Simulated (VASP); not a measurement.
The system is KTaO3.

```
Ta K O
1.0
     3.93440    0.00000    0.00000
     0.00000    3.93440    0.00000
     0.00000    0.00000    3.93440
Ta K O
1 1 3
Direct
  0.00000 0.00000 0.00000
  0.50000 0.50000 0.50000
  0.00000 0.00000 0.50000
  0.00000 0.50000 0.00000
  0.50000 0.00000 0.00000
```

This cell differs from its parent crystal: volume scaled by 0.96.

Base run:

- Program: VASP 6.6.1
- Functional: PBEsol
- Potentials or basis: VASP PAW PBE potentials, release 64 (Ta_pv, K_sv, O)
- Cutoff: 520 eV
- k mesh: 7 × 7 × 7
- Occupations: fermi-dirac, width 0.05 eV
- Spin: no spin polarisation

Its results: band gap on the k mesh 2.23 eV, indirect (least direct gap 2.77 eV); pressure 9.5 GPa.

The run is repeated on the same cell with these changes: functional from PBEsol to PBE. What comes out?

Band gap on the k mesh 2.33 eV, indirect (least direct gap 2.86 eV); pressure 15.7 GPa.

PBE binds less tightly than PBEsol, so the same cell stands under more pressure.

Caveats: spin-orbit coupling is left out, which moves the levels of the heavy elements; the PAW data sets were made with another functional, which shifts forces and pressure a little (some runs).

A k mesh can miss the band edges.
